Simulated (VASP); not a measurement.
# MoS2 (P-6m2) in VASP: a series of runs

MoS2 is run at these levels: PBE+D3(BJ); tasks: single point.

Everything below comes from runs of VASP 6.6.1. Logs are shortened: lines on timing, memory, paths and dates and some standing lists are left out, and cuts for length are marked.

### 1 The cell of the first run

It takes space group P-6m2 (No. 187, hexagonal). The conventional cell has a = 3.393 Å, b = 3.393 Å, c = 5.729 Å, α = 90.00°, β = 90.00°, γ = 120.00°. Mo (site symmetry -6m2) has 6 S at 2.38 Å within 3.1 Å. S (site symmetry 3m) has 3 Mo at 2.38 Å and 2 S at 2.70 to 3.03 Å within 3.1 Å.

### 2 Single point, PBE+D3(BJ)

Contents of INCAR:

```
  ALGO = Normal
  EDIFF = 1E-6
  ENCUT = 520
  GGA = PE
  ISIF = 2
  ISMEAR = 0
  IVDW = 12
  LASPH = True
  LCHARG = True
  LELF = True
  LREAL = False
  LVHAR = True
  LWAVE = False
  NBANDS = 20
  NELM = 80
  PREC = Accurate
  SIGMA = 0.05
```

Contents of KPOINTS:

```
k-points
0
Gamma
  12 12 6
```

Contents of POSCAR:

```
MoS2
1.0
    3.3929373216      0.0000000000      0.0000000000
   -1.6964686608      2.9383699139      0.0000000000
    0.0000000000      0.0000000000      5.7286786042
Mo S
1 2
Direct
    0.0000000000      0.0000000000      0.0000000000
    0.3333333333      0.6666666667      0.2356692374
    0.3333333333      0.6666666667      0.7643307626
```

Potentials or basis: VASP PAW PBE potentials, release 64 (Mo_sv, S).

On the command line:

```bash
cat potpaw_PBE.64/Mo_sv/POTCAR potpaw_PBE.64/S/POTCAR > POTCAR
mpirun -np 1 vasp_std > vasp.out
```

OUTCAR:

```text
EDIFF = 1E-6
   ENCUT = 520
   GGA = PE
   ISIF = 2
   ISMEAR = 0
   IVDW = 12
   LASPH = True
   LREAL = False
   NELM = 80
   PREC = Accurate
 IVDW          = 12

 ion  position               nearest neighbor table
   1  0.000  0.000  0.000-   2 2.38   3 2.38   2 2.38   3 2.38   2 2.38   3 2.38
   2  0.333  0.667  0.236-   1 2.38   1 2.38   1 2.38   3 2.70
   3  0.333  0.667  0.764-   1 2.38   1 2.38   1 2.38   2 2.70

  LATTYP: Found a hexagonal cell.
 ALAT       =     3.3929373216
 C/A-ratio  =     1.6884127413

  Lattice vectors:

 A1 = (   3.3929373216,   0.0000000000,   0.0000000000)
 A2 = (  -1.6964686608,   2.9383699139,   0.0000000000)
 A3 = (   0.0000000000,   0.0000000000,   5.7286786042)

Analysis of symmetry for initial positions (statically):
=====================================================================
 Subroutine PRICEL returns:
 Original cell was already a primitive cell.

 Routine SETGRP: Setting up the symmetry group for a
 hexagonal supercell.

 Subroutine GETGRP returns: Found 12 space group operations
 (whereof 12 operations were pure point group operations)
 out of a pool of 24 trial point group operations.

The static configuration has the point symmetry D_3h.

Analysis of symmetry for dynamics (positions and initial velocities):
=====================================================================
 Subroutine PRICEL returns:
 Original cell was already a primitive cell.

 Routine SETGRP: Setting up the symmetry group for a
 hexagonal supercell.

 Subroutine GETGRP returns: Found 12 space group operations
 (whereof 12 operations were pure point group operations)
 out of a pool of 24 trial point group operations.

The dynamic configuration has the point symmetry D_3h.

 Subroutine INISYM returns: Found 12 space group operations
 (whereof 12 operations are pure point group operations),
 and found     1 'primitive' translations

----------------------------------------------------------------------------------------

                                     Primitive cell

  volume of cell :      57.1132

  direct lattice vectors                    reciprocal lattice vectors
     3.392937322  0.000000000  0.000000000     0.294729877  0.170162374  0.000000000
    -1.696468661  2.938369914  0.000000000     0.000000000  0.340324748  0.000000000
[... 83 lines left out ...]
   LSORBIT =      F    spin-orbit coupling
   LASPH  =      T    aspherical Exc in radial PAW
   ENCUT  =  520.0 eV  38.22 Ry    6.18 a.u.   6.31  6.31 10.65*2*pi/ulx,y,z
   NELM   =     80;   NELMIN=  2; NELMDL= -5     # of ELM steps
   EDIFF  = 0.1E-05   stopping-criterion for ELM
   LREAL  =      F    real-space projection
   EDIFFG = 0.1E-04   stopping-criterion for IOM
   NSW    =      0    number of steps for IOM
   IBRION =     -1    ionic relax: 0-MD 1-quasi-New 2-CG
   NFREE  =      0    steps in history (QN), initial steepest desc. (CG)
   ISIF   =      2    stress and relaxation
   ISYM   =      2    0-nonsym 1-usesym 2-fastsym
   POTIM  = 0.5000    time-step for ionic-motion
   TEBEG  =    0.0;   TEEND  =   0.0 temperature during run
   PSTRESS=    0.0 pullay stress
   NELECT =      26.0000    total number of electrons
   NUPDOWN=      -1.0000    fix difference up-down
   EMIN   =  10.00;   EMAX   =-10.00  energy-range for DOS
   EFERMI =   0.00;   METHOD = LEGACY
   ISMEAR =     0;   SIGMA  =   0.05  broadening in eV -4-tet -1-fermi 0-gaus
   EFERMI_NEDOS =   21; number of points for ismear=-14 and -15
   IALGO  =     38    algorithm
   IMIX   =      4    mixing-type and parameters
     AMIX     =   0.40;   BMIX     =  1.00
     AMIX_MAG =   1.60;   BMIX_MAG =  1.00
  volume/ion in A,a.u.               =      19.04       128.47
  Fermi-wavevector in a.u.,A,eV,Ry     =   1.259371  2.379866 21.579049  1.586015
  Thomas-Fermi vector in A             =   2.392934
   LORBIT       =      0    0 simple, 1 ext, 2 COOP (PROOUT), +10 PAW based schemes
   GGA     = PE    functional components
   LHFCALC =     F    Hartree Fock is set to
   AEXX    =    0.0000 exact exchange contribution
   IVDW    =    12    specifies the selected vdW correction
   LEPSILON=     F    determine dielectric tensor
   LRPA    =     F    only Hartree local field effects (RPA)
 non-spin polarized calculation
 Gauss-broadening in eV      SIGMA  =   0.05
  energy-cutoff  :      520.00
  volume of cell :       57.11
 maximum number of plane-waves:      1557
 NGX is ok and might be reduce to    28

 number of electron      26.0000001 magnetization

 Free energy of the ion-electron system (eV)
  ---------------------------------------------------
  ext. energy  EPLUGINS =         0.00000000
  ---------------------------------------------------
  free energy    TOTEN  =       -20.91073996 eV

  energy without entropy =      -20.91022567  energy(sigma->0) =      -20.91048281

 E-fermi :   7.0858     XC(G=0): -10.3467

 val. band max:        7.0259989780   @ k =   0.3333   0.2500   0.5000
 cond. band min:       7.1092946273   @ k =   0.1667   0.0000   0.0000
 fundamental gap:      0.0832956494
 Fermi energy:         7.0858449638

 k-point     1 :       0.0000    0.0000    0.0000
  band No.  band energies     occupation
      1     -54.6575      2.00000
      2     -28.7683      2.00000
      3     -28.7683      2.00000
      4     -28.6919      2.00000
      5      -8.2868      2.00000
      6      -5.7585      2.00000
[... 541 lines left out ...]
     19      14.3424      0.00000
     20      15.3496      0.00000

 [... further k-points ...]

------------------------ aborting loop because EDIFF is reached ----------------------------------------

 Edisp (eV)   -1.18331

 E8    (eV) :    -0.4762

  FORCE on cell =-STRESS in cart. coord.  units (eV):
  Direction    XX          YY          ZZ          XY          YZ          ZX
  --------------------------------------------------------------------------------------
  -------------------------------------------------------------------------------------
  Total      -2.43518    -2.43518     7.29906     0.00000    -0.00000    -0.00000
  in kB     -68.31328   -68.31328   204.75781     0.00000    -0.00000    -0.00000
  external pressure =       22.71 kB  Pullay stress =        0.00 kB

 VOLUME and BASIS-vectors are now :
 -----------------------------------------------------------------------------
  energy-cutoff  :      520.00
  volume of cell :       57.11
      direct lattice vectors                 reciprocal lattice vectors
     3.392937322  0.000000000  0.000000000     0.294729877  0.170162374  0.000000000
    -1.696468661  2.938369914  0.000000000     0.000000000  0.340324748  0.000000000
     0.000000000  0.000000000  5.728678604     0.000000000  0.000000000  0.174560325

 POSITION                                       TOTAL-FORCE (eV/Angst)
 -----------------------------------------------------------------------------------
      0.00000      0.00000      0.00000         0.000000      0.000000      0.000000
     -0.00000      1.95891      1.35007        -0.000000     -0.000000      2.017884
     -0.00000      1.95891      4.37861        -0.000000      0.000000     -2.017884
 -----------------------------------------------------------------------------------
    total drift:                                0.000000     -0.000000     -0.000000

  FREE ENERGIE OF THE ION-ELECTRON SYSTEM (eV)
  ---------------------------------------------------
  free  energy   TOTEN  =       -22.0940526436 eV

  energy  without entropy=      -22.0935383548  energy(sigma->0) =      -22.09379550
```

OSZICAR:

```text
N       E                     dE             d eps       ncg     rms          rms(c)
DAV:   1     0.184842006663E+03    0.18484E+03   -0.13372E+04  3056   0.122E+03
DAV:   2    -0.146277586450E+02   -0.19947E+03   -0.19411E+03  3696   0.314E+02
DAV:   3    -0.224062693760E+02   -0.77785E+01   -0.76959E+01  3760   0.579E+01
DAV:   4    -0.224968842380E+02   -0.90615E-01   -0.90504E-01  3776   0.658E+00
DAV:   5    -0.224984010727E+02   -0.15168E-02   -0.15168E-02  3864   0.825E-01    0.244E+01
DAV:   6    -0.214161683210E+02    0.10822E+01   -0.13827E+01  3192   0.210E+01    0.997E+00
DAV:   7    -0.210614192705E+02    0.35475E+00   -0.56298E+00  3124   0.133E+01    0.702E+00
DAV:   8    -0.209109180141E+02    0.15050E+00   -0.77216E-01  3384   0.517E+00    0.177E+00
DAV:   9    -0.209112713807E+02   -0.35337E-03   -0.20091E-02  3532   0.958E-01    0.549E-01
DAV:  10    -0.209107370036E+02    0.53438E-03   -0.83538E-03  3492   0.529E-01    0.116E-01
DAV:  11    -0.209107339634E+02    0.30402E-05   -0.12310E-03  3580   0.223E-01    0.623E-02
DAV:  12    -0.209107168143E+02    0.17149E-04   -0.96506E-05  3552   0.586E-02    0.142E-02
DAV:  13    -0.209107389579E+02   -0.22144E-04   -0.36575E-05  3352   0.319E-02    0.107E-02
DAV:  14    -0.209107399573E+02   -0.99944E-06   -0.26939E-06  3768   0.963E-03
   1 F= -.22094053E+02 E0= -.22093795E+02  d E =-.514289E-03
```

Wall time 56 s (1 thread of Intel Xeon 6975P-C (Granite Rapids), shared host); peak memory 0.24 GiB.

Results:

| Item | Value |
| --- | --- |
| Free energy | -22.0941 eV |
| Pressure | 2.3 GPa |
| Largest force | 2.018 eV/Å |
| Band gap on the k mesh | zero (band 13 reaches 8.05 eV, above the bottom of band 14 at 6.67 eV) |
| Dispersion energy per atom | -0.394 eV |

Forces on the atoms (eV/Å):
```
Mo   0.000  0.000  0.000
S    0.000  0.000  2.018
S    0.000  0.000 -2.018
```

Stress tensor (GPa, compression positive):
```
-6.83  0.00  0.00
 0.00 -6.83  0.00
 0.00  0.00 20.48
```

Levels at points of the mesh, in eV from the Fermi level:
```tsv
k point	band 9	band 10	band 11	band 12	band 13	band 14	band 15	band 16	band 17	band 18
(0.00, 0.00, 0.00)	-4.75	-3.20	-3.20	-0.32	0.21	1.64	1.64	2.10	2.10	3.85
(0.50, 0.00, 0.00)	-4.87	-4.53	-3.10	-1.71	-0.72	0.61	0.87	3.64	3.88	4.50
(0.00, 0.00, 0.50)	-4.70	-3.29	-3.29	-2.76	0.97	1.40	1.40	2.47	2.47	4.10
(0.50, 0.00, 0.50)	-4.65	-4.50	-2.91	-2.83	-1.05	0.70	0.90	2.64	3.37	6.58
```

Caveat: forces of over 1 eV/Å act on the atoms, so gaps and moduli don't describe the material at rest.

### 3 Single point, PBE+D3(BJ)

This run uses another cell than the first one, of the same volume but with other edges.

Contents of INCAR:

```
PREC = Accurate
ENCUT = 520
EDIFF = 1E-6
ISMEAR = 0
SIGMA = 0.05
LREAL = False
LASPH = True
NELM = 100
ALGO = Normal
ISIF = 2
LWAVE = False
LCHARG = True
GGA = PE
IVDW = 12
LELF = True
LVHAR = True
NBANDS = 20
```

Contents of KPOINTS:

```
Automatic mesh
0
Gamma
  12 12 6
```

Contents of POSCAR:

```
MoS2
1.0
    2.8859671397      0.0000000000      0.0000000000
   -1.4429835698      2.4993208574      0.0000000000
    0.0000000000      0.0000000000      7.9181434957
Mo S
1 2
Direct
    0.0000000000      0.0000000000      0.0000000000
    0.3333333333      0.6666666667      0.2356692374
    0.3333333333      0.6666666667      0.7643307626
```

Potentials or basis: VASP PAW PBE potentials, release 64 (Mo_sv, S).

On the command line:

```bash
cat potpaw_PBE.64/Mo_sv/POTCAR potpaw_PBE.64/S/POTCAR > POTCAR
mpirun -np 1 vasp_std > vasp.out
```

It took 44 s on 1 thread of Intel Xeon 6975P-C (Granite Rapids), shared host; peak memory 0.23 GiB.

Results (log left out):

```yaml
Free_energy: -21.5206 eV
Pressure: -0.3 GPa
Largest_force: 2.867 eV/Å
Band_gap_on_the_k_mesh: 0.13 eV, indirect (least direct gap 0.78 eV)
Dispersion_energy_per_atom: -0.407 eV
```

Forces on the atoms (eV/Å):
```
Mo   0.000  0.000  0.000
S    0.000  0.000 -2.867
S    0.000  0.000  2.867
```

Stress tensor (GPa, compression positive):
```
 15.56   0.00   0.00
  0.00  15.56   0.00
  0.00   0.00 -32.10
```

Levels at points of the mesh, in eV from the valence-band top:
```tsv
k point	band 10	band 11	band 12	band 13	band 14	band 15	band 16	band 17
(0.00, 0.00, 0.00)	-1.55	-1.55	0.00	0.00	2.88	2.88	3.18	3.18
(0.50, 0.00, 0.00)	-3.35	-2.17	-1.58	-0.08	2.06	2.97	3.34	3.45
(0.00, 0.00, 0.50)	-1.54	-1.54	0.00	0.00	2.89	2.89	3.17	3.17
(0.50, 0.00, 0.50)	-3.55	-2.17	-1.38	-0.07	2.26	2.63	3.34	3.42
```

Caveat: forces of over 1 eV/Å act on the atoms, so gaps and moduli don't describe the material at rest. A k mesh can miss the band edges.
